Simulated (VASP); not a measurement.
The system is Mn.

```
CELL_PARAMETERS angstrom
1.27847 0.73813 1.96431
-1.27847 0.73813 1.96431
0.00000 -1.47625 1.96431
ATOMIC_POSITIONS crystal
Mn 0.50000 0.50000 0.50000
```

| Item | Value |
| --- | --- |
| Program | VASP 6.6.1 |
| Task | relaxation of cell and atoms |
| Functional | r2SCAN |
| Potentials or basis | VASP PAW PBE potentials, release 64 (Mn_pv) |
| Cutoff | 600 eV |
| k mesh | 9 × 9 × 9 |
| Occupations | gaussian, width 0.1 eV |
| Spin | collinear spin, ferromagnetic start |
| Starting moments | [1.49] μB |

At the start: pressure -15.5 GPa; volume 11.12 Å³/atom.

Problem. How do energy, volume and symmetry change on relaxing?

Solution. Over 9 steps the energy falls by 62.2 meV/atom and the volume is 10.46 Å³/atom (-6.0 %); space group Fm-3m (No. 225, to 0.05 Å); moment 0.00 μB per cell.

Step by step:
```tsv
step	energy change (eV)	largest force (eV/Å)	pressure (GPa)	volume (Å³)
1	0.0000	0.0000	-15.48	11.12
2	0.0438	0.0000	37.48	9.47
3	-0.0512	0.0000	2.78	10.38
4	-0.0513	0.0000	3.42	10.35
5	-0.0607	0.0000	0.79	10.43
6	-0.0620	0.0000	1.30	10.41
7	-0.0620	0.0000	1.22	10.41
8	-0.0619	0.0000	-1.61	10.51
9	-0.0622	0.0000	-0.15	10.46
```

Final structure:
```
Mn
1.0
     1.22737    0.70862    2.00418
    -1.22737    0.70862    2.00418
     0.00000   -1.41724    2.00418
Mn
1
Direct
  0.50000 0.50000 0.50000
```

Caveat: the PAW data sets were made with another functional, which shifts forces and pressure a little.
